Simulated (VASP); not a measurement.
# Al3Cu2 (P-3m1) in VASP: notebook

The runs below take Al3Cu2 through single point, with r2SCAN.

Program: VASP 6.6.1. These are calculated values, not measurements. Logs are shortened: lines on timing, memory, paths and dates and some standing lists are left out, and cuts for length are marked.

## Step 1: The cell of the first run

It takes space group P-3m1 (No. 164, trigonal). The conventional cell has a = 4.092 Å, b = 4.092 Å, c = 4.993 Å, α = 90.00°, β = 90.00°, γ = 120.00°. Al (site symmetry -3m) has 6 Cu at 2.49 Å and 6 Al at 2.94 Å within 3.3 Å. Al (site symmetry 3m) has 5 Cu at 2.44 to 2.55 Å and 6 Al at 2.80 to 2.94 Å within 3.2 Å. Cu (site symmetry 3m) has 8 Al at 2.44 to 2.55 Å and 3 Cu at 2.85 Å within 3.2 Å.

## Step 2: Single point, r2SCAN

Contents of POSCAR:

```
Al3Cu2
1.0
    4.0919516368      0.0000000000      0.0000000000
   -2.0459758184      3.5437340685      0.0000000000
    0.0000000000      0.0000000000      4.9927787000
Al Cu
3 2
Direct
    0.0000000000      0.0000000000      0.0000000000
    0.3333333333      0.6666666667      0.3499253500
    0.6666666667      0.3333333333      0.6500746500
    0.3333333333      0.6666666667      0.8395121300
    0.6666666667      0.3333333333      0.1604878700
```

Contents of INCAR.step1:

```
PREC = Accurate ; ENCUT = 520
ISMEAR = 0 ; SIGMA = 0.2
LREAL = False ; LASPH = True
NELM = 100 ; NBANDS = 24
GGA = PE ; ALGO = Normal
EDIFF = 1E-4 ; LWAVE = True
LCHARG = False
```

Contents of INCAR.step2:

```
PREC = Accurate ; ENCUT = 520
EDIFF = 1E-6 ; ISMEAR = 0
SIGMA = 0.2 ; LREAL = False
LASPH = True ; NELM = 100
ALGO = Normal ; ISIF = 2
LWAVE = False ; LCHARG = False
METAGGA = R2SCAN ; LMIXTAU = True
NBANDS = 24 ; ISTART = 1
```

Contents of KPOINTS:

```
Automatic mesh
0
Gamma
  12 12 8
```

Potentials or basis: VASP PAW PBE potentials, release 64 (Al, Cu).

Launch:

```bash
> cat potpaw_PBE.64/Al/POTCAR potpaw_PBE.64/Cu/POTCAR > POTCAR
> cp INCAR.step1 INCAR
> mpirun -np 1 vasp_std > vasp.out
> cp INCAR.step2 INCAR
> mpirun -np 1 vasp_std > vasp.out
```

OUTCAR:

```text
PREC = Accurate
   ENCUT = 520
   EDIFF = 1E-6
   ISMEAR = 0
   LREAL = False
   LASPH = True
   NELM = 100
   ISIF = 2
   METAGGA = R2SCAN
   ISTART = 1

 ion  position               nearest neighbor table
   1  0.000  0.000  0.000-   4 2.49   5 2.49   4 2.49   5 2.49   5 2.49   4 2.49   2 2.94   3 2.94
                             2 2.94   3 2.94   2 2.94   3 2.94
   2  0.333  0.667  0.350-   4 2.44   5 2.54   5 2.54   5 2.54   4 2.55   3 2.80   3 2.80   3 2.80
                             1 2.94   1 2.94   1 2.94
   3  0.667  0.333  0.650-   5 2.44   4 2.54   4 2.54   4 2.54   5 2.55   2 2.80   2 2.80   2 2.80
                             1 2.94   1 2.94   1 2.94
   4  0.333  0.667  0.840-   2 2.44   1 2.49   1 2.49   1 2.49   3 2.54   3 2.54   3 2.54   2 2.55

   5  0.667  0.333  0.160-   3 2.44   1 2.49   1 2.49   1 2.49   2 2.54   2 2.54   2 2.54   3 2.55

  LATTYP: Found a hexagonal cell.
 ALAT       =     4.0919516368
 C/A-ratio  =     1.2201460680

  Lattice vectors:

 A1 = (   4.0919516368,   0.0000000000,   0.0000000000)
 A2 = (  -2.0459758184,   3.5437340685,   0.0000000000)
 A3 = (   0.0000000000,   0.0000000000,   4.9927787000)

Analysis of symmetry for initial positions (statically):
=====================================================================
 Subroutine PRICEL returns:
 Original cell was already a primitive cell.

 Routine SETGRP: Setting up the symmetry group for a
 hexagonal supercell.

 Subroutine GETGRP returns: Found 12 space group operations
 (whereof 12 operations were pure point group operations)
 out of a pool of 24 trial point group operations.

The static configuration has the point symmetry D_3d.

Analysis of symmetry for dynamics (positions and initial velocities):
=====================================================================
 Subroutine PRICEL returns:
 Original cell was already a primitive cell.

 Routine SETGRP: Setting up the symmetry group for a
 hexagonal supercell.

 Subroutine GETGRP returns: Found 12 space group operations
 (whereof 12 operations were pure point group operations)
 out of a pool of 24 trial point group operations.

The dynamic configuration has the point symmetry D_3d.

 Subroutine INISYM returns: Found 12 space group operations
 (whereof 12 operations are pure point group operations),
 and found     1 'primitive' translations

----------------------------------------------------------------------------------------

                                     Primitive cell

  volume of cell :      72.3992

  direct lattice vectors                    reciprocal lattice vectors
     4.091951637  0.000000000  0.000000000     0.244382165  0.141094109  0.000000000
    -2.045975818  3.543734069  0.000000000     0.000000000  0.282188217  0.000000000
     0.000000000  0.000000000  4.992778700     0.000000000  0.000000000  0.200289270

  length of vectors
     4.091951637  4.091951637  4.992778700     0.282188217  0.282188217  0.200289270

  position of ions in fractional coordinates (direct lattice)
     0.000000000  0.000000000  0.000000000
     0.333333333  0.666666667  0.349925350
     0.666666667  0.333333333  0.650074650
     0.333333333  0.666666667  0.839512130
     0.666666667  0.333333333  0.160487870

  ion indices of the primitive-cell ions
   primitive index   ion index
                 1           1
                 2           2
                 3           3
                 4           4
                 5           5

----------------------------------------------------------------------------------------

 KPOINTS: Automatic mesh

Automatic generation of k-mesh.
 Grid dimensions read from file:
 generate k-points for:   12   12    8

 Generating k-lattice:

  Cartesian coordinates                     Fractional coordinates (reciprocal lattice)
     0.020365180  0.011757842  0.000000000     0.083333333  0.000000000  0.000000000
     0.000000000  0.023515685  0.000000000     0.000000000  0.083333333  0.000000000
     0.000000000  0.000000000  0.025036159     0.000000000  0.000000000  0.125000000

  Length of vectors
     0.023515685  0.023515685  0.025036159

  Shift w.r.t. Gamma in fractional coordinates (k-lattice)
     0.000000000  0.000000000  0.000000000

 Subroutine IBZKPT returns following result:
 ===========================================

 Found    131 irreducible k-points:

 Following reciprocal coordinates:
            Coordinates               Weight
  0.000000  0.000000  0.000000      1.000000
  0.083333  0.000000  0.000000      6.000000
  0.166667  0.000000  0.000000      6.000000
  0.250000  0.000000  0.000000      6.000000
  0.333333  0.000000  0.000000      6.000000
  0.416667  0.000000  0.000000      6.000000
[... 16 lines left out ...]
  0.166667  0.000000  0.125000      6.000000
  0.000000  0.166667  0.125000      6.000000
 [... further k-points ...]
   k-points           NKPTS =    131   k-points in BZ     NKDIM =    131   number of bands    NBANDS=     24
   number of dos      NEDOS =    301   number of ions     NIONS =      5
   total plane-waves  NPLWV =  36000
   dimension x,y,z NGX =    30 NGY =   30 NGZ =   40
   dimension x,y,z NGXF=    60 NGYF=   60 NGZF=   80
   ions per type =               3   2
   NGX,Y,Z   is equivalent  to a cutoff of  12.19, 12.19, 13.32 a.u.
   NGXF,Y,Z  is equivalent  to a cutoff of  24.38, 24.38, 26.64 a.u.
 SYSTEM =  unknown system
   PREC   = accura    normal or accurate (medium, high low for compatibility)
   ISTART =      1    job   : 0-new  1-cont  2-samecut
   ICHARG =      0    charge: 1-file 2-atom 10-const
   ISPIN  =      1    spin polarized calculation?
   LNONCOLLINEAR =      F non collinear calculations
   LSORBIT =      F    spin-orbit coupling
   LASPH  =      T    aspherical Exc in radial PAW
   ENCUT  =  520.0 eV  38.22 Ry    6.18 a.u.   7.61  7.61  9.28*2*pi/ulx,y,z
   NELM   =    100;   NELMIN=  2; NELMDL=  0     # of ELM steps
   EDIFF  = 0.1E-05   stopping-criterion for ELM
   LREAL  =      F    real-space projection
   EDIFFG = 0.1E-04   stopping-criterion for IOM
   NSW    =      0    number of steps for IOM
   IBRION =     -1    ionic relax: 0-MD 1-quasi-New 2-CG
   NFREE  =      0    steps in history (QN), initial steepest desc. (CG)
   ISIF   =      2    stress and relaxation
   ISYM   =      2    0-nonsym 1-usesym 2-fastsym
   POTIM  = 0.5000    time-step for ionic-motion
   TEBEG  =    0.0;   TEEND  =   0.0 temperature during run
   PSTRESS=    0.0 pullay stress
   NELECT =      31.0000    total number of electrons
   NUPDOWN=      -1.0000    fix difference up-down
   EMIN   =  10.00;   EMAX   =-10.00  energy-range for DOS
   EFERMI =   0.00;   METHOD = LEGACY
   ISMEAR =     0;   SIGMA  =   0.20  broadening in eV -4-tet -1-fermi 0-gaus
   EFERMI_NEDOS =   21; number of points for ismear=-14 and -15
   IALGO  =     38    algorithm
   IMIX   =      4    mixing-type and parameters
     AMIX     =   0.40;   BMIX     =  1.00
     AMIX_MAG =   1.60;   BMIX_MAG =  1.00
  volume/ion in A,a.u.               =      14.48        97.71
  Fermi-wavevector in a.u.,A,eV,Ry     =   1.233912  2.331755 20.715388  1.522538
  Thomas-Fermi vector in A             =   2.368623
   LORBIT       =      0    0 simple, 1 ext, 2 COOP (PROOUT), +10 PAW based schemes
   METAGGA = R2SCAN    functional components
   LHFCALC =     F    Hartree Fock is set to
   AEXX    =    0.0000 exact exchange contribution
   IVDW    =     0    specifies the selected vdW correction
   LEPSILON=     F    determine dielectric tensor
   LRPA    =     F    only Hartree local field effects (RPA)
 non-spin polarized calculation
 Gauss-broadening in eV      SIGMA  =   0.20
  energy-cutoff  :      520.00
  volume of cell :       72.40
 maximum number of plane-waves:      2010
   NGX = 15   NGY = 15   NGZ = 19

 number of electron      30.9999996 magnetization

 Free energy of the ion-electron system (eV)
  ---------------------------------------------------
  ext. energy  EPLUGINS =         0.00000000
  ---------------------------------------------------
  free energy    TOTEN  =       -42.82573333 eV

  energy without entropy =      -42.80429164  energy(sigma->0) =      -42.81501249

 E-fermi :   8.3541     XC(G=0): -11.7654

 val. band max:        8.3464821128   @ k =   0.3333   0.0833   0.0000
 cond. band min:       8.3593610506   @ k =   0.2500   0.2500   0.0000
 fundamental gap:      0.0128789378
 Fermi energy:         8.3540783721

 k-point     1 :       0.0000    0.0000    0.0000
  band No.  band energies     occupation
      1      -3.5151      2.00000
      2       1.6095      2.00000
      3       2.1825      2.00000
      4       2.7822      2.00000
      5       2.7823      2.00000
      6       3.1471      2.00000
[... 16 lines left out ...]
     23      14.5241      0.00000
     24      14.5242      0.00000

 k-point     2 :       0.0833    0.0000    0.0000
  band No.  band energies     occupation
      1      -3.4278      2.00000
      2       1.6573      2.00000
      3       2.1831      2.00000
      4       2.7947      2.00000
      5       2.8087      2.00000
      6       3.1289      2.00000
[... 16 lines left out ...]
     23      14.2726      0.00000
     24      14.3498      0.00000

 k-point     3 :       0.1667    0.0000    0.0000
  band No.  band energies     occupation
      1      -3.1670      2.00000
      2       1.7840      2.00000
      3       2.1585      2.00000
      4       2.8223      2.00000
      5       2.8856      2.00000
      6       3.0795      2.00000
[... 16 lines left out ...]
     23      13.9187      0.00000
     24      14.4129      0.00000
[... 514 lines left out ...]
 k-point    23 :       0.1667    0.0000    0.1250
  band No.  band energies     occupation
      1      -3.0739      2.00000
      2       1.2395      2.00000
      3       2.3438      2.00000
      4       2.7565      2.00000
      5       2.8704      2.00000
      6       3.1274      2.00000
[... 16 lines left out ...]
     23      14.3684      0.00000
     24      14.8495      0.00000

 k-point    24 :       0.0000    0.1667    0.1250
  band No.  band energies     occupation
      1      -3.0735      2.00000
      2       1.2295      2.00000
      3       2.3157      2.00000
      4       2.8217      2.00000
      5       2.8699      2.00000
      6       3.0723      2.00000
[... 16 lines left out ...]
     23      14.3600      0.00000
     24      14.6948      0.00000

 [... further k-points ...]

------------------------ aborting loop because EDIFF is reached ----------------------------------------

  FORCE on cell =-STRESS in cart. coord.  units (eV):
  Direction    XX          YY          ZZ          XY          YZ          ZX
  --------------------------------------------------------------------------------------
  -------------------------------------------------------------------------------------
  Total        0.2770117      0.2770117      0.0211942      0.0000000     -0.0000000      0.0000000
  in kB        6.1302023      6.1302023      0.4690214      0.0000000     -0.0000000      0.0000000
  external PRESSURE =       4.2431420 kB  Pullay stress =       0.0000000 kB

 VOLUME and BASIS-vectors are now :
 -----------------------------------------------------------------------------
  energy-cutoff  :      520.00
  volume of cell :       72.40
      direct lattice vectors                 reciprocal lattice vectors
     4.091951637  0.000000000  0.000000000     0.244382165  0.141094109  0.000000000
    -2.045975818  3.543734069  0.000000000     0.000000000  0.282188217  0.000000000
     0.000000000  0.000000000  4.992778700     0.000000000  0.000000000  0.200289270

 POSITION                                       TOTAL-FORCE (eV/Angst)
 -----------------------------------------------------------------------------------
      0.00000      0.00000      0.00000         0.000000      0.000000      0.000000
     -0.00000      2.36249      1.74710        -0.000000      0.000000      0.004272
      2.04598      1.18124      3.24568         0.000000     -0.000000     -0.004272
     -0.00000      2.36249      4.19150         0.000000      0.000000      0.016280
      2.04598      1.18124      0.80128        -0.000000      0.000000     -0.016280
 -----------------------------------------------------------------------------------
    total drift:                               -0.000000      0.000000      0.000000

  FREE ENERGIE OF THE ION-ELECTRON SYSTEM (eV)
  ---------------------------------------------------
  free  energy   TOTEN  =       -42.8257333339 eV

  energy  without entropy=      -42.8042916381  energy(sigma->0) =      -42.81501249
```

It took 9.4 min on 1 thread of Intel Xeon Platinum 8488C (Sapphire Rapids), shared host; peak memory 0.32 GiB.

What came out:

- Free energy: -42.8257 eV
- Pressure: 0.4 GPa
- Largest force: 0.016 eV/Å
- Band gap on the k mesh: zero (an odd number of electrons rules out a gap without spin polarisation)

Forces in eV/Å, atoms in the order of the input:
```
Al   0.000  0.000  0.000
Al   0.000  0.000  0.004
Al   0.000  0.000 -0.004
Cu   0.000  0.000  0.016
Cu   0.000  0.000 -0.016
```

Levels at points of the mesh, in eV from the Fermi level:
```csv
k point,band 12,band 13,band 14,band 15,band 16,band 17,band 18,band 19
"(0.00, 0.00, 0.00)",-3.82,-3.80,-0.23,-0.23,1.39,1.39,2.91,3.40
"(0.50, 0.00, 0.00)",-4.27,-3.27,-3.21,-2.74,-0.80,0.06,0.52,3.12
"(0.00, 0.00, 0.50)",-4.36,1.23,1.23,1.36,1.36,1.84,2.53,2.53
"(0.50, 0.00, 0.50)",-4.38,-4.30,-3.68,-1.91,-0.21,0.90,1.11,5.48
```

Caveat: the PAW data sets were made with another functional, which shifts forces and pressure a little.

## Step 3: Single point, r2SCAN

POSCAR is that of step 2.

Contents of INCAR.step1:

```
SYSTEM = Al3Cu2
ALGO = Normal
EDIFF = 1E-4
ENCUT = 520
GGA = PE
ISMEAR = -1
LASPH = .TRUE.
LCHARG = .FALSE.
LREAL = .FALSE.
LWAVE = .TRUE.
NBANDS = 24
NELM = 100
PREC = Accurate
SIGMA = 0.02
```

Contents of INCAR.step2:

```
SYSTEM = Al3Cu2
ALGO = Normal
EDIFF = 1E-7
ENCUT = 520
ISIF = 2
ISMEAR = -1
ISTART = 1
LASPH = .TRUE.
LCHARG = .FALSE.
LMIXTAU = .TRUE.
LREAL = .FALSE.
LWAVE = .FALSE.
METAGGA = R2SCAN
NBANDS = 24
NELM = 100
PREC = Accurate
SIGMA = 0.02
```

Contents of KPOINTS:

```
k-points
0
G
  12 12 8
  0 0 0
```

Potentials or basis: VASP PAW PBE potentials, release 64 (Al, Cu).

Launch:

```bash
> cat potpaw_PBE.64/Al/POTCAR potpaw_PBE.64/Cu/POTCAR > POTCAR
> cp INCAR.step1 INCAR
> mpirun -np 1 vasp_std > vasp.out
> cp INCAR.step2 INCAR
> mpirun -np 1 vasp_std > vasp.out
```

Wall time 11 min (1 thread of Intel Xeon Platinum 8488C (Sapphire Rapids), shared host); peak memory 0.33 GiB.

Results (log left out):

```
Free energy            : -42.8150 eV
Pressure               : 0.4 GPa
Largest force          : 0.017 eV/Å
Band gap on the k mesh : zero (an odd number of electrons rules out a gap without spin polarisation)
```

Forces on the atoms (eV/Å):
```
Al   0.000  0.000  0.000
Al   0.000  0.000  0.006
Al   0.000  0.000 -0.006
Cu   0.000  0.000  0.017
Cu   0.000  0.000 -0.017
```

Stress tensor (GPa, compression positive):
```
 0.57  0.00  0.00
 0.00  0.57  0.00
 0.00  0.00 -0.01
```

Levels at points of the mesh, in eV from the Fermi level:
```
           k point  band 12  band 13  band 14  band 15  band 16  band 17  band 18  band 19
(0.00, 0.00, 0.00)    -3.81    -3.80    -0.22    -0.22     1.39     1.39     2.91     3.40
(0.50, 0.00, 0.00)    -4.27    -3.26    -3.21    -2.73    -0.79     0.07     0.53     3.13
(0.00, 0.00, 0.50)    -4.36     1.24     1.24     1.36     1.36     1.84     2.54     2.54
(0.50, 0.00, 0.50)    -4.38    -4.30    -3.68    -1.90    -0.21     0.91     1.12     5.48
```

Caveat: the PAW data sets were made with another functional, which shifts forces and pressure a little.

## Step 4: Single point, r2SCAN

POSCAR is that of step 3.

Contents of INCAR.step1:

```
SYSTEM = Al3Cu2
PREC     = Accurate       ! precision mode
ENCUT    = 520            ! plane-wave cutoff, eV
ISMEAR   = -1             ! smearing method
SIGMA    = 0.05           ! smearing width, eV
LREAL    = .False.        ! projectors in reciprocal space
LASPH    = .True.         ! aspherical terms in the spheres
NELM     = 100            ! most SCF steps
NBANDS   = 24             ! bands
GGA      = PE             ! functional
ALGO     = Normal         ! electronic algorithm
EDIFF    = 1E-4           ! SCF threshold, eV
LWAVE    = .True.         ! write WAVECAR
LCHARG   = .False.        ! write CHGCAR
```

Contents of INCAR.step2:

```
SYSTEM = Al3Cu2
PREC     = Accurate       ! precision mode
ENCUT    = 520            ! plane-wave cutoff, eV
EDIFF    = 1E-6           ! SCF threshold, eV
ISMEAR   = -1             ! smearing method
SIGMA    = 0.05           ! smearing width, eV
LREAL    = .False.        ! projectors in reciprocal space
LASPH    = .True.         ! aspherical terms in the spheres
NELM     = 100            ! most SCF steps
ALGO     = Normal         ! electronic algorithm
ISIF     = 2              ! what is computed and relaxed
LWAVE    = .False.        ! write WAVECAR
LCHARG   = .False.        ! write CHGCAR
METAGGA  = R2SCAN         ! meta-GGA
LMIXTAU  = .True.       
NBANDS   = 24             ! bands
ISTART   = 1
```

Contents of KPOINTS:

```
Automatic mesh
0
Gamma
  12 12 8
  0 0 0
```

Launch:

```bash
> cat potpaw_PBE.64/Al/POTCAR potpaw_PBE.64/Cu/POTCAR > POTCAR
> cp INCAR.step1 INCAR
> mpirun -np 1 vasp_std > vasp.out
> cp INCAR.step2 INCAR
> mpirun -np 1 vasp_std > vasp.out
```

Wall time 9.9 min (1 thread of Intel Xeon Platinum 8488C (Sapphire Rapids), shared host); peak memory 0.32 GiB.

Results (log left out):

| Property | Result |
| --- | --- |
| Free energy | -42.8193 eV |
| Pressure | 0.4 GPa |
| Largest force | 0.016 eV/Å |
| Band gap on the k mesh | zero (an odd number of electrons rules out a gap without spin polarisation) |

Forces in eV/Å, atoms in the order of the input:
```
Al   0.000  0.000  0.000
Al   0.000  0.000  0.005
Al   0.000  0.000 -0.005
Cu   0.000  0.000  0.016
Cu   0.000  0.000 -0.016
```

Stress tensor (GPa, compression positive):
```
0.58 0.00 0.00
0.00 0.58 0.00
0.00 0.00 0.00
```

Levels at points of the mesh, in eV from the Fermi level:
```tsv
k point	band 11	band 12	band 13	band 14	band 15	band 16	band 17	band 18	band 19	band 20
(0.00, 0.00, 0.00)	-4.31	-3.81	-3.80	-0.22	-0.22	1.39	1.39	2.91	3.40	5.71
(0.50, 0.00, 0.00)	-4.44	-4.27	-3.26	-3.21	-2.73	-0.79	0.07	0.53	3.13	4.02
(0.00, 0.00, 0.50)	-4.36	-4.36	1.24	1.24	1.36	1.36	1.84	2.54	2.54	2.56
(0.50, 0.00, 0.50)	-4.47	-4.38	-4.30	-3.68	-1.90	-0.21	0.91	1.12	5.48	5.78
```

Caveat: the PAW data sets were made with another functional, which shifts forces and pressure a little.

## Step 5: Summary

| smearing | gap on the mesh (eV) | pressure (GPa) | largest force (eV/Å) |
| --- | --- | --- | --- |
| gaussian 0.2 eV | none | 0.4 | 0.02 |
| fermi-dirac 0.02 eV | none | 0.4 | 0.02 |
| fermi-dirac 0.05 eV | none | 0.4 | 0.02 |

Alike in all rows: task single point; level r2SCAN; potentials or basis VASP PAW PBE potentials, release 64 (Al, Cu); no spin polarisation; cell as given; k mesh 12 × 12 × 8; cutoff (eV) 520.

Caveats: the PAW data sets were made with another functional, which shifts forces and pressure a little.

Total energies depend on the potentials used, so only differences within one code and one set of settings carry meaning.
